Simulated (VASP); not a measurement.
Write the native input for VASP 6.6.1 that does the following.

```yaml
Task: single point
Functional: PBE
Potentials_or_basis: VASP PAW PBE potentials, release 64 (Si, N, O)
Cutoff: 520 eV
k_mesh: 1 × 1 × 1, shifted
Occupations: fermi-dirac, width 0.05 eV
Spin: no spin polarisation
Dipole_correction: no
Further_INCAR_settings: LREAL = Auto; ALGO = Normal; EDIFF = 1e-07; NBANDS = 54; ISYM = 0
```

The structure of Si7N8O2 lies in POSCAR:

```
Si7N8O2
1.0
    5.8386290000      0.0627810000      0.1075870000
    0.0627810000      6.0367170000      0.0979630000
    0.1075870000      0.0979630000      5.8205090000
Si N O
7 8 2
Direct
    0.9011266555      0.5949044889      0.0968153916
    0.3554472451      0.3726713736      0.6206021658
    0.5662189663     -0.0183297310      0.7834244111
    0.4987480780      0.0313879562      0.3496002381
    0.1531381003      0.9129050170      1.0441350433
    1.0276794452      0.6193554768      0.5457930107
    0.9689426541      0.2645416361      0.2743466378
    1.0013105386      0.7574555171      0.8386648639
    0.5064394976      0.8209581394      0.5606633667
    0.0244272515      0.7818969730      0.2796533726
    0.5834741422      0.2567697077      0.7460352413
    0.2398723166      0.1950845844      0.4134229130
    0.3973171905      0.4689307404      0.0374616676
    0.4411345420      0.9228262195      0.0587814284
    0.5509161902      0.5448550184      0.1294506971
    0.0636322623      0.1725023475      1.0157635953
    0.7242573289      0.1603522699      0.3062087418
```

One way to write it, as run:

INCAR

```
SYSTEM = Si7N8O2
  ALGO = Normal
  EDIFF = 1E-7
  ENCUT = 520
  GGA = PE
  ISIF = 2
  ISMEAR = -1
  ISYM = 0
  LASPH = .True.
  LCHARG = .False.
  LREAL = Auto
  LWAVE = .False.
  NBANDS = 54
  NELM = 80
  PREC = Accurate
  SIGMA = 0.05
```

KPOINTS

```
Automatic mesh
0
Gamma
  1 1 1
  0.25 0.25 0.25
```

Potentials or basis: VASP PAW PBE potentials, release 64 (Si, N, O).

Command:

```sh
$ cat potpaw_PBE.64/Si/POTCAR potpaw_PBE.64/N/POTCAR potpaw_PBE.64/O/POTCAR > POTCAR
$ mpirun -np 1 vasp_std > vasp.out
```

It gave:

```json
{
  "Pressure": "1.6 GPa",
  "Largest force": "4.648 eV/Å",
  "Band gap on the k mesh": "1.51 eV"
}
```

Caveat: the k points lie up to 1.08 Å⁻¹ apart; the standard files for N, O and F lose accuracy on very short bonds.

Wall time 39 s on 1 thread of Intel Xeon 6975P-C, with other jobs on the host, peak memory 0.32 GiB.
